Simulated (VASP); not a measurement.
Input of a VASP 6.6.1 run:

INCAR

```
ALGO = Normal ; EDIFF = 1E-6
ENCUT = 520 ; GGA = PE
ISIF = 2 ; ISMEAR = 0
LASPH = T ; LCHARG = T
LELF = T ; LREAL = F
LVHAR = T ; LWAVE = F
NBANDS = 44 ; NELM = 80
PREC = Accurate ; SIGMA = 0.03
```

File KPOINTS:

```
k-points
0
Gamma
  12 12 2
```

The input POSCAR:

```
Ge2Sb2Te5
1.0
    4.1366261504      0.0000000000      0.0000000000
   -2.0683130752      3.5824233322      0.0000000000
    0.0000000000      0.0000000000     19.2175241070
Ge Sb Te
2 2 5
Direct
    0.0000000000      0.0000000000      0.3314713560
    0.0000000000      0.0000000000      0.6685286440
    0.3333333333      0.6666666667      0.1121550832
    0.6666666667      0.3333333333      0.8878449168
    0.0000000000      0.0000000000      0.0000000000
    0.3333333333      0.6666666667      0.7913602895
    0.6666666667      0.3333333333      0.2086397105
    0.3333333333      0.6666666667      0.4097504733
    0.6666666667      0.3333333333      0.5902495267
```

Potentials or basis: VASP PAW PBE potentials, release 64 (Ge_d, Sb, Te).

Launch:

```bash
$ cat potpaw_PBE.64/Ge_d/POTCAR potpaw_PBE.64/Sb/POTCAR potpaw_PBE.64/Te/POTCAR > POTCAR
$ mpirun -np 1 vasp_std > vasp.out
```

(1) What does it give for the pressure?

(2) What does it give for the largest force?

(3) What does it give for the band gap on the k mesh?

Answers

(1) 0.1 GPa.

(2) 0.243 eV/Å.

(3) zero (bands 34 and 35 overlap by 0.27 eV).

Caveat: spin-orbit coupling is left out, which moves the levels of the heavy elements; this functional lacks dispersion, which binds layers or chains, so the pressure and a relaxed spacing across them are unreliable.
